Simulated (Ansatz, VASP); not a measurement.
**Two plane-wave programs on MoS2**

The input INCAR:

```
SYSTEM = MoS2
ALGO = Normal
EDIFF = 1E-6
ENCUT = 520
GGA = PS
ISIF = 2
ISMEAR = 0
LASPH = .True.
LCHARG = .False.
LREAL = .False.
LWAVE = .False.
NBANDS = 35
NELM = 100
PREC = Accurate
SIGMA = 0.05
```

Contents of KPOINTS:

```
k-points
0
Gamma
  10 10 2
  0 0 0
```

File POSCAR:

```
MoS2
1.0
   -3.1414322132      0.0000000000      0.0000000000
   -1.5707161066     -2.7205601009      0.0000000000
    0.0000000000      0.0000000000     12.4288195080
Mo S
2 4
Direct
    0.3333333333      0.3333333333      0.2530171812
    0.6666666667      0.6666666667      0.7590515435
    0.3333333333      0.3333333333      0.6336095134
    0.6666666667      0.6666666667      0.1275751511
    0.3333333333      0.3333333333      0.8844935735
    0.6666666667      0.6666666667      0.3784592112
```

Input for Ansatz:

```yaml
crystal:
  lattice:
    - [-3.1414322132, 0.0, 0.0]
    - [-1.5707161066, -2.7205601009, 0.0]
    - [0.0, 0.0, 12.428819508]
  atoms:
    - { symbol: Mo, position: [0.3333333333, 0.3333333333, 0.2530171812] }
    - { symbol: Mo, position: [0.6666666667, 0.6666666667, 0.7590515435] }
    - { symbol: S, position: [0.3333333333, 0.3333333333, 0.6336095134] }
    - { symbol: S, position: [0.6666666667, 0.6666666667, 0.1275751511] }
    - { symbol: S, position: [0.3333333333, 0.3333333333, 0.8844935735] }
    - { symbol: S, position: [0.6666666667, 0.6666666667, 0.3784592112] }
basis:
  ecutwfc: 420
kpoints:
  mp_grid: { grid: [10, 10, 2] }
hamiltonian:
  xc: pbesol
scf:
  occupations: { method: gaussian, width: 0.05 }
output:
  forces: true
  stress: true
  eigenvalues: true
```

Alike in both runs: task single point; functional PBEsol; k mesh 10 × 10 × 2; occupations gaussian, width 0.05 eV; no spin polarisation.

```csv
,VASP,Ansatz
version,VASP 6.6.1,Ansatz 0.2.0
potentials or method,"VASP PAW PBE potentials, release 64 (Mo_sv, S), cutoff 520 eV","scalar-relativistic, plane waves, PAW"
valence electrons in the cell,52,52
```

|  | VASP | Ansatz | Ansatz less VASP |
| --- | --- | --- | --- |
| gap on the k mesh at the Fermi level (eV) | 0.96 | 0.95 | -0.017 |
| least direct gap on the mesh (eV) | 1.95 | 1.95 | -0.004 |
| pressure (GPa) | 0.1 | 0.1 | +0.03 |
| traceless stress, the component that is largest in VASP (GPa) | 0.11 | 0.14 | +0.025 |
| rms of the force components (eV/Å) | 0.010 | 0.010 | +0.0002 |

VASP's potentials were made for PBE, not for PBEsol. Atom by atom the forces differ by 0.000 eV/Å (rms over components). With one functional, cell and mesh, what is left measures potentials, basis and numerics.
